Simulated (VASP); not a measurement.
Se, 3 atoms in the cell. Symmetry: P3_121, No. 152, trigonal system. The conventional cell has a = 4.366 Å, b = 4.366 Å, c = 5.053 Å, α = 90.00°, β = 90.00°, γ = 120.00°. Within 3.2 Å of Se (site symmetry 2) lie 2 Se at 2.40 Å.  This cell differs from its parent crystal: zz strain of +2 %.

* Program: VASP 6.6.1
* Task: single point
* Functional: PBEsol
* Potentials or basis: VASP PAW PBE potentials, release 64 (Se)
* Cutoff: 520 eV
* k mesh: 6 × 6 × 5
* Occupations: fermi-dirac, width 0.03 eV
* Spin: no spin polarisation
* Dipole correction: no
* Further INCAR settings: ALGO = Normal; EDIFF = 1e-06; NBANDS = 16

Potentials or basis: VASP PAW PBE potentials, release 64 (Se).

The run is started by

```sh
$ cat potpaw_PBE.64/Se/POTCAR > POTCAR
$ mpirun -np 1 vasp_std > vasp.out
```

Hardware: 1 thread of AMD EPYC 7R43 64-Core Processor (Zen 3), on a shared host.

Problem. How long does it take, and how much memory?

Solution. It took 42 s on 1 thread of AMD EPYC 7R43 64-Core Processor (Zen 3), on a shared host, peak memory 0.16 GiB. Counts: scf iterations 12, k points 27.
